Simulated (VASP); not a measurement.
A run of VASP 6.6.1 is set up as follows.

INCAR

```
PREC = Accurate
ENCUT = 600
EDIFF = 1E-6
ISMEAR = 0
SIGMA = 0.05
LREAL = F
LASPH = T
NELM = 120
ALGO = Normal
ISIF = 2
LWAVE = F
LCHARG = F
GGA = PS
NBANDS = 26
GGA_COMPAT = F
```

KPOINTS

```
regular mesh
0
Gamma
  9 9 4
```

The input POSCAR:

```
MgO
1.0
    3.3034678071      0.0000000000      0.0000000000
   -1.6517339036      2.8608870415      0.0000000000
    0.0000000000      0.0000000000     10.0387760228
Mg O
4 4
Direct
    0.2921644744      0.6666666667     -0.0153043919
    0.3745021922      0.6666666667      0.5189627339
    0.6431406448      0.3333333333      0.2452482497
    0.6901926885      0.3333333333      0.7584100923
    0.3084941176      0.6666666667      0.1848984952
    0.3581725490      0.6666666667      0.7160431628
    0.7052269569      0.3333333333      0.4576312988
    0.6281063765      0.3333333333      0.9433103592
```

Potentials or basis: VASP PAW PBE potentials, release 64 (Mg, O).

Launch:

```console
$ cat potpaw_PBE.64/Mg/POTCAR potpaw_PBE.64/O/POTCAR > POTCAR
$ mpirun -np 1 vasp_std > vasp.out
```

Question: What does it give for the largest force?

Answer: 1.060 eV/Å.

Question: What does it give for the band gap on the k mesh?

Answer: 3.17 eV.

Question: Predict the pressure.

Answer: 0.4 GPa.

Forces in eV/Å, atoms in the order of the input:
```
Mg   0.312  0.034  1.013
Mg  -0.182  0.013 -1.009
Mg   0.128 -0.013  0.016
Mg  -0.085 -0.037 -0.805
O    0.039  0.009  0.637
O   -0.176  0.027 -0.586
O   -0.136 -0.009  0.070
O    0.100 -0.025  0.664
```

Caveat: the cell differs from its parent crystal (atoms displaced along several vibrational modes); the PAW data sets were made with another functional, which shifts forces and pressure a little. A k mesh can miss the band edges.
